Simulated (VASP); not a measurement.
# GaSb3 (Imm2) in VASP: single point with PBE+D3(BJ)

Aim: the single point of GaSb3 with PBE+D3(BJ).

Program: VASP 6.6.1. These are calculated values, not measurements. Logs are shortened: lines on timing, memory, paths and dates and some standing lists are left out, and cuts for length are marked.

### Step 1. The cell of the first run

Symmetry: Imm2, No. 44, orthorhombic system. Conventional cell: a = 5.159 Å, b = 5.159 Å, c = 7.296 Å, α = 90.00°, β = 90.00°, γ = 90.00°. Within 3.9 Å of Ga (site symmetry mm2) lie 14 Sb at 2.98 to 3.74 Å. Within 4.1 Å of Sb (site symmetry mm2) lie 4 Ga at 3.12 to 3.20 Å and 10 Sb at 3.14 to 3.92 Å. Sb (site symmetry mm2) has 4 Ga at 2.98 to 3.36 Å and 10 Sb at 3.03 to 3.92 Å within 4.0 Å. Within 4.0 Å of Sb (site symmetry mm2) lie 8 Sb at 3.03 to 3.30 Å and 6 Ga at 3.55 to 3.74 Å.

### Step 2. Single point, PBE+D3(BJ) (atoms displaced along a vibrational mode)

INCAR reads:

```
SYSTEM = GaSb3
ALGO = Normal
EDIFF = 1E-7
ENCUT = 520
GGA = PE
ISIF = 2
ISMEAR = 0
IVDW = 12
LASPH = .True.
LCHARG = .False.
LREAL = .False.
LWAVE = .False.
NBANDS = 22
NELM = 100
PREC = Accurate
SIGMA = 0.15
```

KPOINTS reads:

```
k-points
0
Gamma
  10 10 10
  0 0 0
```

POSCAR reads:

```
GaSb3
1.0
    0.0000000000      3.6481278280      3.6481278280
    3.6481278280      0.0000000000      3.6481278280
    3.6481278280      3.6481278280      0.0000000000
Ga Sb
1 3
Direct
    0.0186396977     -0.0186396977     -0.0186396977
    0.2602609861      0.2397390139      0.2397390139
    0.7232557038      0.7767442962      0.7767442962
    0.5058097257      0.4941902743      0.4941902743
```

Potentials or basis: VASP PAW PBE potentials, release 64 (Ga_d, Sb).

The run is started by

```bash
cat potpaw_PBE.64/Ga_d/POTCAR potpaw_PBE.64/Sb/POTCAR > POTCAR
mpirun -np 1 vasp_std > vasp.out
```

OUTCAR:

```text
SYSTEM = GaSb3
   EDIFF = 1E-7
   ENCUT = 520
   GGA = PE
   ISIF = 2
   ISMEAR = 0
   IVDW = 12
   LASPH = .True.
   LREAL = .False.
   NELM = 100
   PREC = Accurate
 IVDW          = 12

 ion  position               nearest neighbor table
   1  0.019  0.981  0.981-   3 2.98   3 2.98   2 3.12   2 3.12   2 3.20   2 3.20
   2  0.260  0.240  0.240-   1 3.12   1 3.12   4 3.14   4 3.14   4 3.18   4 3.18   1 3.20   1 3.20
                             3 3.38   3 3.66   3 3.66   3 3.66   3 3.66
   3  0.723  0.777  0.777-   1 2.98   1 2.98   4 3.03   4 3.03   4 3.30   4 3.30   2 3.38   2 3.66
                             2 3.66   2 3.66   2 3.66
   4  0.506  0.494  0.494-   3 3.03   3 3.03   2 3.14   2 3.14   2 3.18   2 3.18   3 3.30   3 3.30

  LATTYP: Found a face centered cubic cell.
 ALAT       =     7.2962556560

  Lattice vectors:

 A1 = (   0.0000000000,   3.6481278280,   3.6481278280)
 A2 = (   3.6481278280,   0.0000000000,   3.6481278280)
 A3 = (   3.6481278280,   3.6481278280,   0.0000000000)

Analysis of symmetry for initial positions (statically):
=====================================================================
 Subroutine PRICEL returns:
 Original cell was already a primitive cell.

 Routine SETGRP: Setting up the symmetry group for a
 face centered cubic supercell.

 Subroutine GETGRP returns: Found  4 space group operations
 (whereof  4 operations were pure point group operations)
 out of a pool of 48 trial point group operations.

The static configuration has the point symmetry C_2v.

Analysis of symmetry for dynamics (positions and initial velocities):
=====================================================================
 Subroutine PRICEL returns:
 Original cell was already a primitive cell.

 Routine SETGRP: Setting up the symmetry group for a
 face centered cubic supercell.

 Subroutine GETGRP returns: Found  4 space group operations
 (whereof  4 operations were pure point group operations)
 out of a pool of 48 trial point group operations.

The dynamic configuration has the point symmetry C_2v.

 Subroutine INISYM returns: Found  4 space group operations
 (whereof  4 operations are pure point group operations),
 and found     1 'primitive' translations

----------------------------------------------------------------------------------------

                                     Primitive cell

  volume of cell :      97.1047

  direct lattice vectors                    reciprocal lattice vectors
     0.000000000  3.648127828  3.648127828    -0.137056601  0.137056601  0.137056601
     3.648127828  0.000000000  3.648127828     0.137056601 -0.137056601  0.137056601
     3.648127828  3.648127828  0.000000000     0.137056601  0.137056601 -0.137056601

  length of vectors
     5.159231852  5.159231852  5.159231852     0.237388996  0.237388996  0.237388996

  position of ions in fractional coordinates (direct lattice)
     0.018639698  0.981360302  0.981360302
     0.260260986  0.239739014  0.239739014
     0.723255704  0.776744296  0.776744296
     0.505809726  0.494190274  0.494190274

  ion indices of the primitive-cell ions
   primitive index   ion index
                 1           1
                 2           2
                 3           3
                 4           4

----------------------------------------------------------------------------------------

 KPOINTS: k-points

Automatic generation of k-mesh.
 Grid dimensions read from file:
 generate k-points for:   10   10   10

 Generating k-lattice:

  Cartesian coordinates                     Fractional coordinates (reciprocal lattice)
    -0.013705660  0.013705660  0.013705660     0.100000000  0.000000000  0.000000000
     0.013705660 -0.013705660  0.013705660     0.000000000  0.100000000  0.000000000
     0.013705660  0.013705660 -0.013705660     0.000000000  0.000000000  0.100000000

  Length of vectors
     0.023738900  0.023738900  0.023738900

  Shift w.r.t. Gamma in fractional coordinates (k-lattice)
     0.000000000  0.000000000  0.000000000

 Subroutine IBZKPT returns following result:
 ===========================================

 Found    171 irreducible k-points:

 Following reciprocal coordinates:
            Coordinates               Weight
  0.000000  0.000000  0.000000      1.000000
  0.100000  0.000000  0.000000      4.000000
  0.000000  0.100000  0.000000      4.000000
  0.200000  0.000000  0.000000      4.000000
  0.000000  0.200000  0.000000      4.000000
  0.300000  0.000000  0.000000      4.000000
[... 16 lines left out ...]
  0.000000  0.400000  0.100000      4.000000
  0.100000  0.000000  0.400000      8.000000
 [... further k-points ...]
   k-points           NKPTS =    171   k-points in BZ     NKDIM =    171   number of bands    NBANDS=     22
   number of dos      NEDOS =    301   number of ions     NIONS =      4
   total plane-waves  NPLWV =  64000
   dimension x,y,z NGX =    40 NGY =   40 NGZ =   40
   dimension x,y,z NGXF=    80 NGYF=   80 NGZF=   80
   ions per type =               1   3
   NGX,Y,Z   is equivalent  to a cutoff of  12.89, 12.89, 12.89 a.u.
   NGXF,Y,Z  is equivalent  to a cutoff of  25.78, 25.78, 25.78 a.u.
 SYSTEM =  GaSb3
   PREC   = accura    normal or accurate (medium, high low for compatibility)
   ISTART =      0    job   : 0-new  1-cont  2-samecut
   ICHARG =      2    charge: 1-file 2-atom 10-const
   ISPIN  =      1    spin polarized calculation?
   LNONCOLLINEAR =      F non collinear calculations
   LSORBIT =      F    spin-orbit coupling
   LASPH  =      T    aspherical Exc in radial PAW
   ENCUT  =  520.0 eV  38.22 Ry    6.18 a.u.   9.59  9.59  9.59*2*pi/ulx,y,z
   NELM   =    100;   NELMIN=  2; NELMDL= -5     # of ELM steps
   EDIFF  = 0.1E-06   stopping-criterion for ELM
   LREAL  =      F    real-space projection
   EDIFFG = 0.1E-05   stopping-criterion for IOM
   NSW    =      0    number of steps for IOM
   IBRION =     -1    ionic relax: 0-MD 1-quasi-New 2-CG
   NFREE  =      0    steps in history (QN), initial steepest desc. (CG)
   ISIF   =      2    stress and relaxation
   ISYM   =      2    0-nonsym 1-usesym 2-fastsym
   POTIM  = 0.5000    time-step for ionic-motion
   TEBEG  =    0.0;   TEEND  =   0.0 temperature during run
   PSTRESS=    0.0 pullay stress
   NELECT =      28.0000    total number of electrons
   NUPDOWN=      -1.0000    fix difference up-down
   EMIN   =  10.00;   EMAX   =-10.00  energy-range for DOS
   EFERMI =   0.00;   METHOD = LEGACY
   ISMEAR =     0;   SIGMA  =   0.15  broadening in eV -4-tet -1-fermi 0-gaus
   EFERMI_NEDOS =   21; number of points for ismear=-14 and -15
   IALGO  =     38    algorithm
   IMIX   =      4    mixing-type and parameters
     AMIX     =   0.40;   BMIX     =  1.00
     AMIX_MAG =   1.60;   BMIX_MAG =  1.00
  volume/ion in A,a.u.               =      24.28       163.82
  Fermi-wavevector in a.u.,A,eV,Ry     =   1.081552  2.043837 15.915484  1.169755
  Thomas-Fermi vector in A             =   2.217571
   LORBIT       =      0    0 simple, 1 ext, 2 COOP (PROOUT), +10 PAW based schemes
   GGA     = PE    functional components
   LHFCALC =     F    Hartree Fock is set to
   AEXX    =    0.0000 exact exchange contribution
   IVDW    =    12    specifies the selected vdW correction
   LEPSILON=     F    determine dielectric tensor
   LRPA    =     F    only Hartree local field effects (RPA)
 non-spin polarized calculation
 Gauss-broadening in eV      SIGMA  =   0.15
  energy-cutoff  :      520.00
  volume of cell :       97.10
 maximum number of plane-waves:      2685
 NGX is ok and might be reduce to    40
   NGX = 19   NGY = 19   NGZ = 19

 number of electron      28.0000003 magnetization

 Free energy of the ion-electron system (eV)
  ---------------------------------------------------
  ext. energy  EPLUGINS =         0.00000000
  ---------------------------------------------------
  free energy    TOTEN  =       -14.41499714 eV

  energy without entropy =      -14.39500582  energy(sigma->0) =      -14.40500148

 E-fermi :   8.2502     XC(G=0): -10.4796

 val. band max:        8.2489275544   @ k =  -0.3000  -0.2000  -0.4000
 cond. band min:       8.2528743588   @ k =  -0.1000   0.1000   0.0000
 fundamental gap:      0.0039468044
 Fermi energy:         8.2502093006

 k-point     1 :       0.0000    0.0000    0.0000
  band No.  band energies     occupation
      1      -6.5768      2.00000
      2      -6.5731      2.00000
      3      -6.5670      2.00000
      4      -6.5541      2.00000
      5      -6.5532      2.00000
      6      -4.7261      2.00000
[... 14 lines left out ...]
     21      15.5470      0.00000
     22      15.7472      0.00000

 k-point     2 :       0.1000    0.0000    0.0000
  band No.  band energies     occupation
      1      -6.5765      2.00000
      2      -6.5728      2.00000
      3      -6.5673      2.00000
      4      -6.5543      2.00000
      5      -6.5531      2.00000
      6      -4.6474      2.00000
[... 14 lines left out ...]
     21      14.9847      0.00000
     22      15.3531      0.00000

 k-point     3 :       0.0000    0.1000    0.0000
  band No.  band energies     occupation
      1      -6.5770      2.00000
      2      -6.5732      2.00000
      3      -6.5667      2.00000
      4      -6.5542      2.00000
      5      -6.5534      2.00000
      6      -4.6421      2.00000
[... 14 lines left out ...]
     21      14.8374      0.00000
     22      15.5262      0.00000
[... 476 lines left out ...]
 k-point    23 :       0.0000    0.4000    0.1000
  band No.  band energies     occupation
      1      -6.5824      2.00000
      2      -6.5713      2.00000
      3      -6.5642      2.00000
      4      -6.5559      2.00000
      5      -6.5542      2.00000
      6      -3.5517      2.00000
[... 14 lines left out ...]
     21      13.4482      0.00000
     22      14.5186      0.00000

 k-point    24 :       0.1000    0.0000    0.4000
  band No.  band energies     occupation
      1      -6.5809      2.00000
      2      -6.5719      2.00000
      3      -6.5651      2.00000
      4      -6.5555      2.00000
      5      -6.5544      2.00000
      6      -3.5335      2.00000
[... 14 lines left out ...]
     21      13.6305      0.00000
     22      14.6601      0.00000

 [... further k-points ...]

------------------------ aborting loop because EDIFF is reached ----------------------------------------

 Edisp (eV)   -1.91658

 E8    (eV) :    -0.8846

  FORCE on cell =-STRESS in cart. coord.  units (eV):
  Direction    XX          YY          ZZ          XY          YZ          ZX
  --------------------------------------------------------------------------------------
  -------------------------------------------------------------------------------------
  Total       0.51370     0.58590     0.58590     0.00000    -0.50890     0.00000
  in kB       8.47581     9.66701     9.66701     0.00000    -8.39651     0.00000
  external pressure =        9.27 kB  Pullay stress =        0.00 kB

 VOLUME and BASIS-vectors are now :
 -----------------------------------------------------------------------------
  energy-cutoff  :      520.00
  volume of cell :       97.10
      direct lattice vectors                 reciprocal lattice vectors
     0.000000000  3.648127828  3.648127828    -0.137056601  0.137056601  0.137056601
     3.648127828  0.000000000  3.648127828     0.137056601 -0.137056601  0.137056601
     3.648127828  3.648127828  0.000000000     0.137056601  0.137056601 -0.137056601

 POSITION                                       TOTAL-FORCE (eV/Angst)
 -----------------------------------------------------------------------------------
      7.16026      3.64813      3.64813         0.244008      0.000000      0.000000
      1.74920      1.82406      1.82406         0.289284      0.000000      0.000000
      5.66732      5.47219      5.47219        -0.687113     -0.000000     -0.000000
      3.60574      3.64813      3.64813         0.153821      0.000000      0.000000
 -----------------------------------------------------------------------------------
    total drift:                               -0.000922      0.000000      0.000000

  FREE ENERGIE OF THE ION-ELECTRON SYSTEM (eV)
  ---------------------------------------------------
  free  energy   TOTEN  =       -16.3315787664 eV

  energy  without entropy=      -16.3115874418  energy(sigma->0) =      -16.32158310
```

Run time: 7.6 min. Hardware: 1 thread of Intel Xeon 8259CL, shared host; peak memory 0.5 GiB.

What came out:

```
Free energy                : -16.3316 eV
Pressure                   : 0.9 GPa
Largest force              : 0.687 eV/Å
Band gap on the k mesh     : zero (bands 14 and 15 overlap by 3.51 eV)
Dispersion energy per atom : -0.479 eV
```

Forces on the atoms (eV/Å):
```
Ga   0.244  0.000  0.000
Sb   0.289  0.000  0.000
Sb  -0.687  0.000  0.000
Sb   0.154  0.000  0.000
```

Stress tensor (GPa, compression positive):
```
 0.85  0.00  0.00
 0.00  0.97 -0.84
 0.00 -0.84  0.97
```

Levels at points of the mesh, in eV from the Fermi level:
```tsv
k point	band 12	band 13	band 14	band 15	band 16	band 17
(0.00, 0.00, 0.00)	-2.74	-2.60	-2.45	-2.00	-1.24	-0.64
(0.50, 0.00, 0.00)	-3.23	-2.61	-0.08	0.10	2.18	2.51
(0.00, 0.50, 0.00)	-3.10	-2.34	-0.37	0.27	1.90	2.08
(0.50, 0.50, 0.00)	0.77	1.07	1.35	1.37	1.72	1.95
(0.00, 0.50, 0.50)	0.84	0.94	1.02	1.18	2.08	2.29
```

Caveat: the cell differs from its parent crystal (atoms displaced along a vibrational mode); spin-orbit coupling is left out, which moves the levels of the heavy elements.
